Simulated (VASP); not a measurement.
Set up this calculation in VASP 6.6.1, as the native input.

| Item | Value |
| --- | --- |
| Task | single point |
| Functional | LDA |
| Potentials or basis | VASP PAW LDA potentials, release 64 (Ti_sv, Al) |
| Cutoff | 520 eV |
| k mesh | 11 × 11 × 6 |
| Occupations | fermi-dirac, width 0.05 eV |
| Spin | no spin polarisation |
| Dipole correction | no |
| Further INCAR settings | ALGO = Normal; EDIFF = 1e-07; NBANDS = 14 |

The structure of TiAl lies in POSCAR:

```
TiAl
1.0
    2.8285106954      0.0000000000      0.0000000000
   -1.4142553477      2.4495621171      0.0000000000
    0.0000000000      0.0000000000      4.6148579117
Ti Al
1 1
Direct
    0.0000000000      0.0000000000      0.0000000000
    0.3333333333      0.6666666667      0.5000000000
```

This cell differs from its parent crystal: volume scaled by 0.96.

One way to write it, as run:

INCAR

```
SYSTEM = TiAl
PREC = Accurate
ENCUT = 520
EDIFF = 1E-7
ISMEAR = -1
SIGMA = 0.05
LREAL = .FALSE.
LASPH = .TRUE.
NELM = 80
ALGO = Normal
ISIF = 2
LWAVE = .FALSE.
LCHARG = .FALSE.
NBANDS = 14
```

KPOINTS

```
Automatic mesh
0
G
  11 11 6
  0 0 0
```

Potentials or basis: VASP PAW LDA potentials, release 64 (Ti_sv, Al).

Launch:

```sh
$ cat potpaw_LDA.64/Ti_sv/POTCAR potpaw_LDA.64/Al/POTCAR > POTCAR
$ mpirun -np 1 vasp_std > vasp.out
```

It gave:

```json
{
 "Pressure": "-1.9 GPa"
}
```

Wall time 50 s on 1 thread of Intel Xeon 8259CL, with other jobs on the host, peak memory 0.15 GiB.
